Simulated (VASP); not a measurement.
The system is Te.

```
CELL_PARAMETERS angstrom
-1.93180 1.93180 1.93180
1.93180 -1.93180 1.93180
1.93180 1.93180 -1.93180
ATOMIC_POSITIONS crystal
Te 0.00000 0.00000 0.00000
```

This isn't the form of Te at room conditions, which is trigonal, of chains.

- Program: VASP 6.6.1
- Task: relaxation of cell and atoms
- Functional: LDA
- Potentials or basis: VASP PAW LDA potentials, release 64 (Te)
- Cutoff: 600 eV
- k mesh: 11 × 11 × 11
- Occupations: fermi-dirac, width 0.1 eV
- Spin: no spin polarisation

At the start: pressure -4.5 GPa; volume 28.84 Å³/atom.

Q: Where does the relaxation end?

A: Over 3 steps the energy falls by 33.4 meV/atom and the volume is 26.63 Å³/atom (-7.7 %); space group Im-3m (No. 229, to 0.1 Å) before and after.

Step by step:
| step | energy change (eV) | largest force (eV/Å) | pressure (GPa) | volume (Å³) |
| --- | --- | --- | --- | --- |
| 1 | 0.0000 | 0.0000 | -4.48 | 28.84 |
| 2 | -0.0244 | 0.0000 | 2.91 | 25.60 |
| 3 | -0.0334 | 0.0000 | -0.01 | 26.63 |

Final structure:
```cif
data_structure
_symmetry_space_group_name_H-M 'P 1'
_symmetry_Int_Tables_number 1
_cell_length_a 3.2582
_cell_length_b 3.2582
_cell_length_c 3.2582
_cell_angle_alpha 109.471
_cell_angle_beta 109.471
_cell_angle_gamma 109.471
_cell_volume 26.63
loop_
_atom_site_label
_atom_site_type_symbol
_atom_site_fract_x
_atom_site_fract_y
_atom_site_fract_z
_atom_site_occupancy
Te1 Te 0.00000 0.00000 0.00000 1
```
